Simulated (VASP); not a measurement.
A run of VASP 6.6.1 is set up as follows.

INCAR

```
SYSTEM = Au
  PREC = Accurate
  ENCUT = 520
  EDIFF = 1E-6
  ISMEAR = -1
  SIGMA = 0.1
  LREAL = .FALSE.
  LASPH = .TRUE.
  NELM = 80
  ALGO = Normal
  ISIF = 2
  LWAVE = .FALSE.
  LCHARG = .FALSE.
  GGA = PS
  NBANDS = 24
```

Contents of KPOINTS:

```
Automatic mesh
0
G
  9 9 13
  0 0 0
```

File POSCAR:

```
Au
1.0
    4.8310786802      0.0000000000      0.0000000000
   -2.4155393401      4.1838368647      0.0000000000
    0.0000000000      0.0000000000      2.8871408650
Au
3
Direct
    0.0000000000      1.0000000000      0.0000000000
    0.3333333333      0.6666666667      0.5000000000
    0.6666666667      0.3333333333      0.5000000000
```

Potentials or basis: VASP PAW PBE potentials, release 64 (Au).

The run is started by

```sh
$ cat potpaw_PBE.64/Au/POTCAR > POTCAR
$ mpirun -np 1 vasp_std > vasp.out
```

Predict the pressure.

-13.7 GPa.

What does it give for the band gap on the k mesh?

Zero (an odd number of electrons rules out a gap without spin polarisation).

Stress tensor (GPa, compression positive):
```
-13.48   0.00   0.00
  0.00 -13.48   0.00
  0.00   0.00 -14.03
```

Caveat: the cell stands under tension; the PAW data sets were made with another functional, which shifts forces and pressure a little; spin-orbit coupling is left out, which moves the levels of the heavy elements.
